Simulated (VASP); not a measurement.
Here is a VASP 6.6.1 calculation.

File INCAR:

```
PREC = Accurate
ENCUT = 520
EDIFF = 1E-7
ISMEAR = 0
SIGMA = 0.15
LREAL = F
LASPH = T
NELM = 100
ALGO = Fast
ISIF = 2
LWAVE = F
LCHARG = F
GGA = PS
NBANDS = 14
```

The input KPOINTS:

```
Automatic mesh
0
Gamma
  12 12 10
```

Contents of POSCAR:

```
Na
1.0
    0.0000000000     -3.6649006073      0.0000000000
   -3.6649006073      0.0000000000      0.0000000000
    0.0000000000      0.0000000000     -5.1369399437
Na
2
Direct
    0.5000000000      0.6642007968      0.5000000000
    0.0000000000     -0.1642007968      0.0000000000
```

Potentials or basis: VASP PAW PBE potentials, release 64 (Na_pv).

Run with:

```bash
$ cat potpaw_PBE.64/Na_pv/POTCAR > POTCAR
$ mpirun -np 1 vasp_std > vasp.out
```

(1) Estimate the largest force.

(2) What does it give for the pressure?

Answers

(1) 0.235 eV/Å.

(2) 1.1 GPa.

Caveat: the PAW data sets were made with another functional, which shifts forces and pressure a little.
